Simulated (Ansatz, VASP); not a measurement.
# One calculation of Y, two programs

Contents of INCAR:

```
PREC = Accurate
ENCUT = 520
EDIFF = 1E-6
ISMEAR = -1
SIGMA = 0.05
LREAL = F
LASPH = T
NELM = 60
ALGO = Normal
ISIF = 2
LWAVE = F
LCHARG = F
NBANDS = 12
```

File KPOINTS:

```
regular mesh
0
Gamma
  13 13 13
```

The input POSCAR:

```
Y
1.0
    0.0497000000      2.5098500000      2.5098500000
    2.5098500000      0.0497000000      2.5098500000
    2.5098500000      2.5098500000      0.0497000000
Y
1
Direct
    0.0000000000      0.0000000000      0.0000000000
```

Input for Ansatz:

```yaml
crystal:
  lattice:
    - [0.0497, 2.50985, 2.50985]
    - [2.50985, 0.0497, 2.50985]
    - [2.50985, 2.50985, 0.0497]
  atoms:
    - { symbol: "Y", position: [0.0, 0.0, 0.0] }
kpoints:
  mp_grid: { grid: [13, 13, 13] }
  band_path:
    path:
      - [0.0, 0.0, 0.0]
      - [0.5, 0.5, 0.5]
      - [0.2451701269, 0.5, 0.7548298731]
      - [-0.2451701269, 0.2451701269, 0.5]
      - [0.0, 0.0, 0.5]
      - [0.0, 0.0, 0.0]
      - [-0.3725850634, 0.0, 0.3725850634]
      - [0.0, 0.3725850634, 0.6274149366]
      - [0.0, 0.5, 0.5]
    npoints: 5
scf:
  occupations: { method: fermi_dirac, width: 0.05 }
hamiltonian:
  xc: lda
  pseudopotentials: { kind: all_electron, lapw: { basis_error: 0.001 } }
output:
  forces: true
  stress: true
  eigenvalues: true
```

Change from the starting cell: equal xy, yz and zx shear strains of +2 %.

Alike in both runs: task single point; functional LDA; k mesh 13 × 13 × 13; occupations fermi-dirac, width 0.05 eV; no spin polarisation.

|  | VASP | Ansatz |
| --- | --- | --- |
| version | VASP 6.6.1 | Ansatz 0.2.0 |
| potentials or method | VASP PAW LDA potentials, release 64 (Y_sv), cutoff 520 eV | all-electron LAPW, scalar-relativistic |

```tsv
	VASP	Ansatz	Ansatz less VASP
pressure (GPa)	-1.9	-1.7	+0.18
traceless stress, the component that is largest in VASP (GPa)	-0.68	-0.68	-0.001
```

LDA's correlation is that of Perdew and Zunger in VASP and of Perdew and Wang (1992) in Ansatz. Ansatz ran all-electron here, and VASP with PAW potentials.
